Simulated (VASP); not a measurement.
Input of a VASP 6.6.1 run:

File POSCAR:

```
Zr3Si2
1.0
    7.1084398562      0.0000000000      0.0000000000
    0.0000000000      7.1084398562      0.0000000000
    0.0000000000      0.0000000000      3.7051280719
Zr Si
6 4
Direct
    0.1739136669      0.6739136669      0.5000000000
    0.8260863331      0.3260863331      0.5000000000
    0.3260863331      0.1739136669      0.5000000000
    0.6739136669      0.8260863331      0.5000000000
    0.0000000000      0.0000000000      0.0202422153
    0.5000000000      0.5000000000     -0.0202422153
    0.6219463333      0.1219463333      0.0000000000
    0.3780536667      0.8780536667      0.0000000000
    0.8780536667      0.6219463333      0.0000000000
    0.1219463333      0.3780536667      0.0000000000
```

File INCAR.step1:

```
SYSTEM = Zr3Si2
PREC = Accurate ; ENCUT = 520
ISMEAR = 0 ; SIGMA = 0.15
LREAL = .FALSE. ; LASPH = .TRUE.
NELM = 100 ; NBANDS = 55
GGA = PE ; ALGO = Normal
EDIFF = 1E-4 ; LWAVE = .TRUE.
LCHARG = .FALSE.
```

INCAR.step2

```
SYSTEM = Zr3Si2
PREC = Accurate ; ENCUT = 520
EDIFF = 1E-7 ; ISMEAR = 0
SIGMA = 0.15 ; LREAL = .FALSE.
LASPH = .TRUE. ; NELM = 100
ALGO = Normal ; ISIF = 2
LWAVE = .FALSE. ; LCHARG = .TRUE.
METAGGA = R2SCAN ; LMIXTAU = .TRUE.
LELF = .TRUE. ; LVHAR = .TRUE.
NBANDS = 55 ; ISTART = 1
```

The input KPOINTS:

```
Automatic mesh
0
G
  6 6 10
  0 0 0
```

Potentials or basis: VASP PAW PBE potentials, release 64 (Zr_sv, Si).

The run is started by

```console
$ cat potpaw_PBE.64/Zr_sv/POTCAR potpaw_PBE.64/Si/POTCAR > POTCAR
$ cp INCAR.step1 INCAR
$ mpirun -np 1 vasp_std > vasp.out
$ cp INCAR.step2 INCAR
$ mpirun -np 1 vasp_std > vasp.out
```

(1) Estimate the band gap on the k mesh.

(2) Predict the pressure.

Results:

(1) zero (bands 44 and 45 overlap by 1.21 eV).

(2) 0.1 GPa.

Caveat: the cell differs from its parent crystal (atoms displaced along a vibrational mode); the PAW data sets were made with another functional, which shifts forces and pressure a little.
